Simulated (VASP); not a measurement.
Write the native input for VASP 6.6.1 that does the following.

```yaml
Task: single point
Functional: LDA
Potentials_or_basis: VASP PAW LDA potentials, release 64 (Ga_d, N)
Cutoff: 520 eV
k_mesh: 12 × 12 × 6
Occupations: gaussian, width 0.05 eV
Spin: no spin polarisation
Dipole_correction: no
Further_INCAR_settings: ALGO = Normal; EDIFF = 1e-06; NBANDS = 26
```

The structure of GaN lies in POSCAR:

```
GaN
1.0
    3.0414000000      0.0000000000      0.0000000000
   -1.5207000000      2.6339296631      0.0000000000
    0.0000000000      0.0000000000      4.8300000000
Ga N
2 2
Direct
    0.3333333333      0.6666666667      0.9992962937
    0.6666666667      0.3333333333      0.4992962937
    0.3333333333      0.6666666667      0.3757037063
    0.6666666667      0.3333333333      0.8757037063
```

One way to write it, as run:

INCAR

```
SYSTEM = GaN
PREC     = Accurate       ! precision mode
ENCUT    = 520            ! plane-wave cutoff, eV
EDIFF    = 1E-6           ! SCF threshold, eV
ISMEAR   = 0              ! smearing method
SIGMA    = 0.05           ! smearing width, eV
LREAL    = .False.        ! projectors in reciprocal space
LASPH    = .True.         ! aspherical terms in the spheres
NELM     = 80             ! most SCF steps
ALGO     = Normal         ! electronic algorithm
ISIF     = 2              ! what is computed and relaxed
LWAVE    = .False.        ! write WAVECAR
LCHARG   = .False.        ! write CHGCAR
GGA      = CA             ! functional
NBANDS   = 26             ! bands
```

KPOINTS

```
Automatic mesh
0
Gamma
  12 12 6
  0 0 0
```

Potentials or basis: VASP PAW LDA potentials, release 64 (Ga_d, N).

Launch:

```bash
$ cat potpaw_LDA.64/Ga_d/POTCAR potpaw_LDA.64/N/POTCAR > POTCAR
$ mpirun -np 1 vasp_std > vasp.out
```

Results of the run:

The pressure is 38.1 GPa. The largest force is 0.577 eV/Å and the band gap on the k mesh is 3.08 eV.

Caveat: the stress differs along the axes, from 33 to 49 GPa.

Run time: 30 s on 1 thread of Intel(R) Xeon(R) 6975P-C (Granite Rapids), with other jobs on the host, peak memory 0.18 GiB.
